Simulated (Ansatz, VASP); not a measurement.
# Li4TaO in VASP and in Ansatz

INCAR

```
SYSTEM = Li4TaO
PREC = Accurate
ENCUT = 520
EDIFF = 1E-7
ISMEAR = 0
SIGMA = 0.1
LREAL = .FALSE.
LASPH = .TRUE.
NELM = 150
ALGO = Normal
ISIF = 2
LWAVE = .FALSE.
LCHARG = .FALSE.
ISPIN = 2
MAGMOM = 0 0 0 0 1 0
LORBIT = 11
LMAXMIX = 4
GGA = PE
NBANDS = 28
```

KPOINTS

```
regular mesh
0
G
  4 4 4
  0 0 0
```

POSCAR

```
Li4TaO
1.0
   -2.9516087100      2.9516087100      2.5456386800
    2.9516087100     -2.9516087100      2.5456386800
    2.9516087100      2.9516087100     -2.5456386800
Li Ta O
4 1 1
Direct
    0.9199750100      0.4199750100      0.8399500300
    0.5800249900      0.0800249900      0.1600499700
    0.0800249900      0.9199750100      0.5000000000
    0.4199750100      0.5800249900      0.5000000000
    0.5000000000      0.5000000000      0.0000000000
    0.0000000000      0.0000000000      0.0000000000
```

Input for Ansatz:

```yaml
crystal:
  lattice:
    - [-2.95160871, 2.95160871, 2.54563868]
    - [2.95160871, -2.95160871, 2.54563868]
    - [2.95160871, 2.95160871, -2.54563868]
  atoms:
    - { symbol: Li, position: [0.91997501, 0.41997501, 0.83995003] }
    - { symbol: Li, position: [0.58002499, 0.08002499, 0.16004997] }
    - { symbol: Li, position: [0.08002499, 0.91997501, 0.5] }
    - { symbol: Li, position: [0.41997501, 0.58002499, 0.5] }
    - { symbol: Ta, position: [0.5, 0.5, 0.0], spin: 1.0 }
    - { symbol: O, position: [0.0, 0.0, 0.0] }
basis:
  ecutwfc: 420
kpoints:
  mp_grid: { grid: [4, 4, 4] }
hamiltonian:
  xc: pbe
scf:
  occupations: { method: gaussian, width: 0.1 }
  lower_state_search: "off"
output:
  forces: true
  stress: true
  eigenvalues: true
  populations: true
magnetization:
  spin_polarized: true
```

Change from the starting cell: species swapped into the Zr4FeNi type (I422, No. 97).

Alike in both runs: task single point; functional PBE; k mesh 4 × 4 × 4; occupations gaussian, width 0.1 eV; collinear spin.

|  | VASP | Ansatz |
| --- | --- | --- |
| version | VASP 6.6.1 | Ansatz 0.2.0 |
| potentials or method | VASP PAW PBE potentials, release 64 (Li_sv, Ta_pv, O), cutoff 520 eV | scalar-relativistic, plane waves, PAW |
| valence electrons in the cell | 29 | 31 |

```tsv
	VASP	Ansatz	Ansatz less VASP
gap on the k mesh at the Fermi level (eV)	none	none	-
rms of the force components (eV/Å)	0.161	0.160	-0.0008
net moment per atom (μB)	0.51	0.51	0.000
size of the moment on the site where the two differ most (μB)	1.76	1.38	-0.375
```

Site moments also hang on the region over which each program counts them. Atom by atom the forces differ by 0.001 eV/Å (rms over components). A gap of «none» marks a metal or a gap that the smearing closes. VASP's potentials hold 29 valence electrons a cell and Ansatz's 31, so a difference there can come from the potentials and not from the codes.

The k mesh is coarse, so the values compare programs but aren't converged. Spin-orbit coupling is off throughout. Noted on VASP's run: the cutoff is short for stress, so the pressure is rough.
